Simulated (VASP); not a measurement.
# ZnCu2SnS4 (I-4) in VASP: notebook

The runs below take ZnCu2SnS4 through single point, with PBEsol, PBEsol+D3(BJ).

Program: VASP 6.6.1. These are calculated values, not measurements. Logs are shortened: lines on timing, memory, paths and dates and some standing lists are left out, and cuts for length are marked.

## (1) The cell of the first run

The structure is tetragonal, space group I-4 (No. 82). Conventional cell: a = 5.434 Å, b = 5.434 Å, c = 10.850 Å, α = 90.00°, β = 90.00°, γ = 90.00°. Sn (site symmetry -4) has 4 S at 2.41 Å within 3.2 Å. Within 3.1 Å of Zn (site symmetry -4) lie 4 S at 2.33 Å. Cu (site symmetry -4) has 4 S at 2.33 Å within 3.1 Å. Cu (site symmetry -4) has 4 S at 2.33 Å within 3.1 Å. S (site symmetry 1) has 1 Zn at 2.33 Å and 2 Cu at 2.33 Å and 1 Sn at 2.41 Å within 3.1 Å.

## (2) Single point, PBEsol

File INCAR:

```
  PREC = Accurate
  ENCUT = 520
  EDIFF = 1E-6
  ISMEAR = -1
  SIGMA = 0.05
  LREAL = False
  LASPH = True
  NELM = 60
  ALGO = Normal
  ISIF = 2
  LWAVE = False
  LCHARG = False
  GGA = PS
  NBANDS = 46
```

File KPOINTS:

```
regular mesh
0
Gamma
  7 7 7
```

File POSCAR:

```
ZnCu2SnS4
1.0
   -2.7171000000      2.7171000000      5.4248000000
    2.7171000000     -2.7171000000      5.4248000000
    2.7171000000      2.7171000000     -5.4248000000
Sn Zn Cu S
1 1 2 4
Direct
    0.5000000000      0.5000000000      0.0000000000
    0.2500000000      0.7500000000      0.5000000000
    0.7500000000      0.2500000000      0.5000000000
    0.0000000000      0.0000000000      0.0000000000
    0.6279900000      0.6283900000      0.5128000000
    0.8848100000      0.3720100000      0.0004000000
    0.1155900000      0.1151900000      0.4872000000
    0.3716100000      0.8844100000      0.9996000000
```

Potentials or basis: VASP PAW PBE potentials, release 64 (Sn_d, Zn, Cu, S).

On the command line:

```bash
$ cat potpaw_PBE.64/Sn_d/POTCAR potpaw_PBE.64/Zn/POTCAR potpaw_PBE.64/Cu/POTCAR potpaw_PBE.64/S/POTCAR > POTCAR
$ mpirun -np 1 vasp_std > vasp.out
```

OUTCAR:

```text
PREC = Accurate
   ENCUT = 520
   EDIFF = 1E-6
   ISMEAR = -1
   LREAL = False
   LASPH = True
   NELM = 60
   ISIF = 2
   GGA = PS

 ion  position               nearest neighbor table
   1  0.500  0.500  0.000-   5 2.41   6 2.41   7 2.41   8 2.41
   2  0.250  0.750  0.500-   5 2.33   6 2.33   7 2.33   8 2.33
   3  0.750  0.250  0.500-   6 2.33   7 2.33   8 2.33   5 2.33
   4  0.000  0.000  0.000-   8 2.33   5 2.33   7 2.33   6 2.33
   5  0.628  0.628  0.513-   2 2.33   4 2.33   3 2.33   1 2.41
   6  0.885  0.372  0.000-   2 2.33   4 2.33   3 2.33   1 2.41
   7  0.116  0.115  0.487-   2 2.33   4 2.33   3 2.33   1 2.41
   8  0.372  0.884  1.000-   2 2.33   4 2.33   3 2.33   1 2.41

  LATTYP: Found a body centered tetragonal cell.
 ALAT       =     5.4342000000
 C/A-ratio  =     1.9965404291

  Lattice vectors:

 A1 = (  -2.7171000000,   2.7171000000,   5.4248000000)
 A2 = (   2.7171000000,  -2.7171000000,   5.4248000000)
 A3 = (   2.7171000000,   2.7171000000,  -5.4248000000)

Analysis of symmetry for initial positions (statically):
=====================================================================
 Subroutine PRICEL returns:
 Original cell was already a primitive cell.

 Routine SETGRP: Setting up the symmetry group for a
 body centered tetragonal supercell.

 Subroutine GETGRP returns: Found  4 space group operations
 (whereof  4 operations were pure point group operations)
 out of a pool of 16 trial point group operations.

The static configuration has the point symmetry S_4 .

Analysis of symmetry for dynamics (positions and initial velocities):
=====================================================================
 Subroutine PRICEL returns:
 Original cell was already a primitive cell.

 Routine SETGRP: Setting up the symmetry group for a
 body centered tetragonal supercell.

 Subroutine GETGRP returns: Found  4 space group operations
 (whereof  4 operations were pure point group operations)
 out of a pool of 16 trial point group operations.

The dynamic configuration has the point symmetry S_4 .

 Subroutine INISYM returns: Found  4 space group operations
 (whereof  4 operations are pure point group operations),
 and found     1 'primitive' translations

----------------------------------------------------------------------------------------

                                     Primitive cell

  volume of cell :     160.1972

  direct lattice vectors                    reciprocal lattice vectors
    -2.717100000  2.717100000  5.424800000     0.000000000  0.184019727  0.092169297
     2.717100000 -2.717100000  5.424800000     0.184019727  0.000000000  0.092169297
     2.717100000  2.717100000 -5.424800000     0.184019727  0.184019727  0.000000000

  length of vectors
     6.647835728  6.647835728  6.647835728     0.205811659  0.205811659  0.260243194

  position of ions in fractional coordinates (direct lattice)
     0.500000000  0.500000000  0.000000000
     0.250000000  0.750000000  0.500000000
     0.750000000  0.250000000  0.500000000
     0.000000000  0.000000000  0.000000000
     0.627990000  0.628390000  0.512800000
     0.884810000  0.372010000  0.000400000
     0.115590000  0.115190000  0.487200000
     0.371610000  0.884410000  0.999600000

  ion indices of the primitive-cell ions
   primitive index   ion index
                 1           1
                 2           2
                 3           3
                 4           4
                 5           5
                 6           6
                 7           7
                 8           8

----------------------------------------------------------------------------------------

 KPOINTS: regular mesh

Automatic generation of k-mesh.
 Grid dimensions read from file:
 generate k-points for:    7    7    7

 Generating k-lattice:

  Cartesian coordinates                     Fractional coordinates (reciprocal lattice)
     0.000000000  0.026288532  0.013167042     0.142857143 -0.000000000  0.000000000
     0.026288532  0.000000000  0.013167042    -0.000000000  0.142857143  0.000000000
     0.026288532  0.026288532  0.000000000     0.000000000  0.000000000  0.142857143

  Length of vectors
     0.029401666  0.029401666  0.037177599

  Shift w.r.t. Gamma in fractional coordinates (k-lattice)
     0.000000000  0.000000000  0.000000000

 Subroutine IBZKPT returns following result:
 ===========================================

 Found     52 irreducible k-points:

 Following reciprocal coordinates:
            Coordinates               Weight
  0.000000  0.000000  0.000000      1.000000
  0.142857 -0.000000  0.000000      8.000000
  0.285714 -0.000000  0.000000      8.000000
  0.428571 -0.000000  0.000000      8.000000
  0.142857  0.142857  0.000000      8.000000
  0.285714  0.142857  0.000000      8.000000
[... 16 lines left out ...]
  0.142857  0.142857  0.142857      8.000000
  0.285714  0.142857  0.142857      8.000000
 [... further k-points ...]
   k-points           NKPTS =     52   k-points in BZ     NKDIM =     52   number of bands    NBANDS=     46
   number of dos      NEDOS =    301   number of ions     NIONS =      8
   total plane-waves  NPLWV = 125000
   dimension x,y,z NGX =    50 NGY =   50 NGZ =   50
   dimension x,y,z NGXF=   100 NGYF=  100 NGZF=  100
   ions per type =               1   1   2   4
   NGX,Y,Z   is equivalent  to a cutoff of  12.50, 12.50, 12.50 a.u.
   NGXF,Y,Z  is equivalent  to a cutoff of  25.01, 25.01, 25.01 a.u.
 SYSTEM =  unknown system
   PREC   = accura    normal or accurate (medium, high low for compatibility)
   ISTART =      0    job   : 0-new  1-cont  2-samecut
   ICHARG =      2    charge: 1-file 2-atom 10-const
   ISPIN  =      1    spin polarized calculation?
   LNONCOLLINEAR =      F non collinear calculations
   LSORBIT =      F    spin-orbit coupling
   LASPH  =      T    aspherical Exc in radial PAW
   ENCUT  =  520.0 eV  38.22 Ry    6.18 a.u.  12.36 12.36 12.36*2*pi/ulx,y,z
   NELM   =     60;   NELMIN=  2; NELMDL= -5     # of ELM steps
   EDIFF  = 0.1E-05   stopping-criterion for ELM
   LREAL  =      F    real-space projection
   EDIFFG = 0.1E-04   stopping-criterion for IOM
   NSW    =      0    number of steps for IOM
   IBRION =     -1    ionic relax: 0-MD 1-quasi-New 2-CG
   NFREE  =      0    steps in history (QN), initial steepest desc. (CG)
   ISIF   =      2    stress and relaxation
   ISYM   =      2    0-nonsym 1-usesym 2-fastsym
   POTIM  = 0.5000    time-step for ionic-motion
   TEBEG  =    0.0;   TEEND  =   0.0 temperature during run
   PSTRESS=    0.0 pullay stress
   NELECT =      72.0000    total number of electrons
   NUPDOWN=      -1.0000    fix difference up-down
   EMIN   =  10.00;   EMAX   =-10.00  energy-range for DOS
   EFERMI =   0.00;   METHOD = LEGACY
   ISMEAR =    -1;   SIGMA  =   0.05  broadening in eV -4-tet -1-fermi 0-gaus
   EFERMI_NEDOS =   21; number of points for ismear=-14 and -15
   IALGO  =     38    algorithm
   IMIX   =      4    mixing-type and parameters
     AMIX     =   0.40;   BMIX     =  1.00
     AMIX_MAG =   1.60;   BMIX_MAG =  1.00
  volume/ion in A,a.u.               =      20.02       135.13
  Fermi-wavevector in a.u.,A,eV,Ry     =   1.254009  2.369734 21.395688  1.572539
  Thomas-Fermi vector in A             =   2.387835
   LORBIT       =      0    0 simple, 1 ext, 2 COOP (PROOUT), +10 PAW based schemes
   GGA     = PS    functional components
   LHFCALC =     F    Hartree Fock is set to
   AEXX    =    0.0000 exact exchange contribution
   IVDW    =     0    specifies the selected vdW correction
   LEPSILON=     F    determine dielectric tensor
   LRPA    =     F    only Hartree local field effects (RPA)
 non-spin polarized calculation
  energy-cutoff  :      520.00
  volume of cell :      160.20
 maximum number of plane-waves:      4340
 NGX is ok and might be reduce to    50
   NGX = 25   NGY = 25   NGZ = 25

 number of electron      72.0000010 magnetization

 Free energy of the ion-electron system (eV)
  ---------------------------------------------------
  ext. energy  EPLUGINS =         0.00000000
  ---------------------------------------------------
  free energy    TOTEN  =       -35.71726628 eV

  energy without entropy =      -35.71687655  energy(sigma->0) =      -35.71707142

 E-fermi :   4.9002     XC(G=0):  -9.9993

 val. band max:        4.7330657068   @ k =   0.0000   0.0000   0.0000
 cond. band min:       4.9888868187   @ k =   0.0000   0.0000   0.0000
 fundamental gap:      0.2558211119
 Fermi energy:         4.9002094390

 k-point     1 :       0.0000    0.0000    0.0000
  band No.  band energies     occupation
      1     -17.4342      2.00000
      2     -17.4302      2.00000
      3     -17.4302      2.00000
      4     -17.3399      2.00000
      5     -17.3324      2.00000
      6      -9.8091      2.00000
[... 38 lines left out ...]
     45       9.8858      0.00000
     46      10.3039      0.00000

 k-point     2 :       0.1429   -0.0000    0.0000
  band No.  band energies     occupation
      1     -17.4343      2.00000
      2     -17.4303      2.00000
      3     -17.4302      2.00000
      4     -17.3398      2.00000
      5     -17.3323      2.00000
      6      -9.7410      2.00000
[... 38 lines left out ...]
     45      10.0287      0.00000
     46      10.2597      0.00000

 k-point     3 :       0.2857   -0.0000    0.0000
  band No.  band energies     occupation
      1     -17.4345      2.00000
      2     -17.4305      2.00000
      3     -17.4301      2.00000
      4     -17.3396      2.00000
      5     -17.3322      2.00000
      6      -9.5513      2.00000
[... 38 lines left out ...]
     45      10.3515      0.00000
     46      10.4885      0.00000

 k-point     4 :       0.4286   -0.0000    0.0000
  band No.  band energies     occupation
      1     -17.4347      2.00000
      2     -17.4306      2.00000
      3     -17.4301      2.00000
      4     -17.3394      2.00000
      5     -17.3321      2.00000
      6      -9.3092      2.00000
[... 920 lines left out ...]
     45      10.5187      0.00000
     46      10.6070      0.00000

 k-point    23 :       0.1429    0.1429    0.1429
  band No.  band energies     occupation
      1     -17.4349      2.00000
      2     -17.4306      2.00000
      3     -17.4304      2.00000
      4     -17.3392      2.00000
      5     -17.3321      2.00000
      6      -9.3790      2.00000
[... 38 lines left out ...]
     45      10.4282      0.00000
     46      10.5980      0.00000

 k-point    24 :       0.2857    0.1429    0.1429
  band No.  band energies     occupation
      1     -17.4351      2.00000
      2     -17.4307      2.00000
      3     -17.4305      2.00000
      4     -17.3390      2.00000
      5     -17.3320      2.00000
      6      -9.1892      2.00000
[... 38 lines left out ...]
     45      10.6751      0.00000
     46      10.8030      0.00000

 [... further k-points ...]
[... 5 lines left out ...]
  --------------------------------------------------------------------------------------
  -------------------------------------------------------------------------------------
  Total       -1.5095505     -1.5095505     -1.6079884     -0.0000000      0.0000000     -0.0000000
  in kB      -15.0974382    -15.0974382    -16.0819437     -0.0000001      0.0000000     -0.0000000
  external PRESSURE =     -15.4256067 kB  Pullay stress =       0.0000000 kB

 VOLUME and BASIS-vectors are now :
 -----------------------------------------------------------------------------
  energy-cutoff  :      520.00
  volume of cell :      160.20
      direct lattice vectors                 reciprocal lattice vectors
    -2.717100000  2.717100000  5.424800000     0.000000000  0.184019727  0.092169297
     2.717100000 -2.717100000  5.424800000     0.184019727  0.000000000  0.092169297
     2.717100000  2.717100000 -5.424800000     0.184019727  0.184019727  0.000000000

 POSITION                                       TOTAL-FORCE (eV/Angst)
 -----------------------------------------------------------------------------------
      0.00000      0.00000      5.42480         0.000000     -0.000000      0.000000
      2.71710      0.00000      2.71240         0.000000     -0.000000      0.000000
      0.00000      2.71710      2.71240         0.000000     -0.000000     -0.000000
      0.00000      0.00000      0.00000         0.000000     -0.000000     -0.000000
      1.39442      1.39224      4.03377         0.153805      0.569979     -0.200537
     -1.39224      1.39442      6.81583        -0.569979      0.153805      0.200537
      1.32268      1.32486     -1.39103        -0.153805     -0.569979     -0.200537
      4.10934      1.32268      1.39103         0.569979     -0.153805      0.200537
 -----------------------------------------------------------------------------------
    total drift:                               -0.000005     -0.000005     -0.000001

  FREE ENERGIE OF THE ION-ELECTRON SYSTEM (eV)
  ---------------------------------------------------
  free  energy   TOTEN  =       -35.7172662842 eV

  energy  without entropy=      -35.7168765516  energy(sigma->0) =      -35.71707142
```

Run time: 9.5 min. Hardware: 1 thread of Intel Xeon Platinum 8559C (Emerald Rapids), shared host; peak memory 0.59 GiB.

What came out:

* Free energy: -35.7173 eV
* Pressure: -1.5 GPa
* Largest force: 0.623 eV/Å
* Band gap on the k mesh: 0.26 eV

Forces in eV/Å, atoms in the order of the input:
```
Sn   0.000  0.000  0.000
Zn   0.000  0.000  0.000
Cu   0.000  0.000  0.000
Cu   0.000  0.000  0.000
S    0.154  0.570 -0.201
S   -0.570  0.154  0.201
S   -0.154 -0.570 -0.201
S    0.570 -0.154  0.201
```

Stress tensor (GPa, compression positive):
```
-1.51  0.00  0.00
 0.00 -1.51  0.00
 0.00  0.00 -1.61
```

Caveat: semilocal functionals underestimate gaps, and a narrow one can read as zero; the PAW data sets were made with another functional, which shifts forces and pressure a little; spin-orbit coupling is left out, which moves the levels of the heavy elements.

## (3) Single point, PBEsol+D3(BJ)

This run uses another cell than the first one, of 18.83 Å³/atom.

File INCAR:

```
SYSTEM = ZnCu2SnS4
ALGO = Normal ; EDIFF = 1E-6
ENCUT = 520 ; GGA = PS
ISIF = 2 ; ISMEAR = -1
IVDW = 12 ; LASPH = .TRUE.
LCHARG = .FALSE. ; LREAL = .FALSE.
LWAVE = .FALSE. ; NBANDS = 46
NELM = 80 ; PREC = Accurate
SIGMA = 0.05
```

File KPOINTS:

```
k-points
0
G
  7 7 7
  0 0 0
```

File POSCAR:

```
ZnCu2SnS4
1.0
   -2.6597397399      2.6597397399      5.3235139182
    2.6597397399     -2.6597397399      5.3235139182
    2.6597397399      2.6597397399     -5.3235139182
Sn Zn Cu S
1 1 2 4
Direct
    0.5000000000      0.5000000000      0.0000000000
    0.2500000000      0.7500000000      0.5000000000
    0.7500000000      0.2500000000      0.5000000000
    0.0000000000      0.0000000000      0.0000000000
    0.6389690343      0.6299929838      0.5293018769
    0.8903328426      0.3610309657     -0.0089760505
    0.1006911069      0.1096671574      0.4706981231
    0.3700070162      0.8993088931      1.0089760505
```

Potentials or basis: VASP PAW PBE potentials, release 64 (Sn_d, Zn, Cu, S).

On the command line:

```bash
$ cat potpaw_PBE.64/Sn_d/POTCAR potpaw_PBE.64/Zn/POTCAR potpaw_PBE.64/Cu/POTCAR potpaw_PBE.64/S/POTCAR > POTCAR
$ mpirun -np 1 vasp_std > vasp.out
```

Wall time 6.8 min (1 thread of Intel Xeon Platinum 8488C (Sapphire Rapids), shared host); peak memory 0.56 GiB.

The run converged. Its results:

```
Free energy                : -38.2511 eV
Pressure                   : 0.2 GPa
Largest force              : 0.039 eV/Å
Band gap on the k mesh     : 0.22 eV
Dispersion energy per atom : -0.309 eV
```

Forces in eV/Å, atoms in the order of the input:
```
Sn   0.000  0.000  0.000
Zn   0.000  0.000  0.000
Cu   0.000  0.000  0.000
Cu   0.000  0.000  0.000
S   -0.017 -0.031  0.017
S    0.031 -0.017 -0.017
S    0.017  0.031  0.017
S   -0.031  0.017 -0.017
```

Levels at points of the mesh, in eV from the valence-band top:
| k point | band 34 | band 35 | band 36 | band 37 | band 38 | band 39 |
| --- | --- | --- | --- | --- | --- | --- |
| (0.00, 0.00, 0.00) | -0.05 | -0.05 | 0.00 | 0.22 | 1.75 | 2.72 |

Caveat: semilocal functionals underestimate gaps, and a narrow one can read as zero; the PAW data sets were made with another functional, which shifts forces and pressure a little; spin-orbit coupling is left out, which moves the levels of the heavy elements.
